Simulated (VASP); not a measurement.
The system is C.

```
C
1.0
     2.48393    0.00000    0.00000
    -1.24196    2.15114    0.00000
     0.00000    0.00000    4.09452
C
4
Direct
  0.33333 0.66667 0.99976
  0.66667 0.33333 0.49976
  0.33333 0.66667 0.37424
  0.66667 0.33333 0.87424
```

This cell differs from its parent crystal: strained cell.

Base run:

```yaml
Program: VASP 6.6.1
Functional: LDA
Potentials_or_basis: VASP PAW LDA potentials, release 64 (C_h)
Cutoff: 910 eV
k_mesh: 9 × 9 × 6
Occupations: gaussian, width 0.02 eV
Spin: no spin polarisation
```

Its results: band gap on the k mesh 3.00 eV, indirect (least direct gap 4.86 eV); pressure 5.4 GPa.

Q: The run is repeated on the same cell with these changes: potentials or basis from VASP PAW LDA potentials, release 64 (C_h) to VASP PAW LDA potentials, release 64 (C); cutoff from 910 eV to 520 eV. What comes out?

A: Band gap on the k mesh 3.00 eV, indirect (least direct gap 4.86 eV); pressure 6.4 GPa.

Caveats: the cutoff is under 1.25 times the usual one of these potentials, so pressure, stress and relaxed cells hold a basis-set (Pulay) error (some runs).

A k mesh can miss the band edges.
